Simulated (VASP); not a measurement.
CuP: single point with PBE

CuP:

```
CELL_PARAMETERS angstrom
3.13515 0.00000 0.00000
0.00000 3.13515 0.00000
0.00000 0.00000 3.13515
ATOMIC_POSITIONS crystal
Cu 0.00000 0.00000 0.00000
P 0.50000 0.50000 0.50000
```

| Quantity | Value |
| --- | --- |
| Program | VASP 6.6.1 |
| Task | single point |
| Functional | PBE |
| Potentials or basis | VASP PAW PBE potentials, release 64 (Cu, P) |
| Cutoff | 520 eV |
| k mesh | 6 × 6 × 6 |
| Occupations | gaussian, width 0.1 eV |
| Spin | no spin polarisation |

```yaml
Pressure: -9.8 GPa
Band_gap_on_the_k_mesh: zero (band 8 reaches 9.51 eV, above the bottom of band 9 at 6.22 eV)
```

Levels at points of the mesh, in eV from the Fermi level:
```
           k point  band 6  band 7  band 8  band 9  band 10  band 11
(0.00, 0.00, 0.00)   -2.78    0.11    0.11    0.11     2.90     6.16
(0.50, 0.00, 0.00)   -2.73   -2.36    2.36    2.36     6.08     6.90
(0.50, 0.50, 0.00)   -3.05   -2.49   -2.34   -0.23     2.47     9.73
(0.50, 0.50, 0.50)   -2.48   -0.20   -0.20   -0.20     1.51     1.51
```

Run time: 4.2 s on 1 thread of Intel(R) Xeon(R) 6975P-C (Granite Rapids) (shared host), peak memory 0.13 GiB.
